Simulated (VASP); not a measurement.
A run of VASP 6.6.1 is set up as follows.

POSCAR

```
AlPt
1.0
    3.0351180730      0.0000000000      0.0000000000
    0.0000000000      3.0351180730      0.0000000000
    0.0000000000      0.0000000000      3.0351180730
Al Pt
1 1
Direct
    0.0000000000      0.0000000000      0.0000000000
    0.5000000000      0.5000000000      0.5000000000
```

Contents of INCAR.step1:

```
ALGO     = Normal         # electronic algorithm
EDIFF    = 1E-4           # SCF threshold, eV
ENCUT    = 520            # plane-wave cutoff, eV
GGA      = PE             # functional
ISMEAR   = 0              # smearing method
LASPH    = T              # aspherical terms in the spheres
LCHARG   = F              # write CHGCAR
LREAL    = F              # projectors in reciprocal space
LWAVE    = T              # write WAVECAR
NBANDS   = 14             # bands
NELM     = 80             # most SCF steps
PREC     = Accurate       # precision mode
SIGMA    = 0.1            # smearing width, eV
```

INCAR.step2

```
ALGO     = Normal         # electronic algorithm
EDIFF    = 1E-6           # SCF threshold, eV
ENCUT    = 520            # plane-wave cutoff, eV
ISIF     = 2              # what is computed and relaxed
ISMEAR   = 0              # smearing method
ISTART   = 1            
LASPH    = T              # aspherical terms in the spheres
LCHARG   = F              # write CHGCAR
LMIXTAU  = T            
LREAL    = F              # projectors in reciprocal space
LWAVE    = F              # write WAVECAR
METAGGA  = R2SCAN         # meta-GGA
NBANDS   = 14             # bands
NELM     = 80             # most SCF steps
PREC     = Accurate       # precision mode
SIGMA    = 0.1            # smearing width, eV
```

The input KPOINTS:

```
k-points
0
Gamma
  14 14 14
```

Potentials or basis: VASP PAW PBE potentials, release 64 (Al, Pt).

Launch:

```bash
$ cat potpaw_PBE.64/Al/POTCAR potpaw_PBE.64/Pt/POTCAR > POTCAR
$ cp INCAR.step1 INCAR
$ mpirun -np 1 vasp_std > vasp.out
$ cp INCAR.step2 INCAR
$ mpirun -np 1 vasp_std > vasp.out
```

Question: What does it give for the band gap on the k mesh?

Answer: Zero (an odd number of electrons rules out a gap without spin polarisation).

Question: Estimate the pressure.

Answer: 6.5 GPa.

Caveat: the cell stands under pressure; the PAW data sets were made with another functional, which shifts forces and pressure a little; spin-orbit coupling is left out, which moves the levels of the heavy elements.
